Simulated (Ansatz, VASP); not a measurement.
Two plane-wave programs on NaCl

```xyz
2
Lattice="-0.0374 2.7653 2.7653 2.7653 -0.0374 2.7653 2.7653 2.7653 -0.0374" Properties=species:S:1:pos:R:3 pbc="T T T"
Na    0.0000    0.0000    0.0000
Cl    2.7466    2.7466    2.7466
```

Change from the starting cell: shear_111 strain -2.0%.

Alike in both runs: task single point; functional r2SCAN; k mesh 8 × 8 × 8; no spin polarisation.

|  | VASP | Ansatz |
| --- | --- | --- |
| version | VASP 6.6.1 | Ansatz 0.2.0 |
| potentials or method | VASP PAW PBE potentials, release 64 (Na_pv, Cl) | plane waves, PAW |
| plane-wave cutoff (eV) | 520 | 500 |
| occupations | gaussian, width 0.01 eV | fixed |
| valence electrons in the cell | 14 | 16 |

```tsv
	VASP	Ansatz	Ansatz less VASP
gap on the k mesh at the Fermi level (eV)	6.03	6.01	-0.023
pressure (GPa)	0.4	0.6	+0.19
traceless stress, the component that is largest in VASP (GPa)	0.19	0.18	-0.008
```

VASP's potentials were made for PBE, not for r2SCAN. VASP's potentials hold 14 valence electrons a cell and Ansatz's 16, so a difference there can come from the potentials and not from the codes.
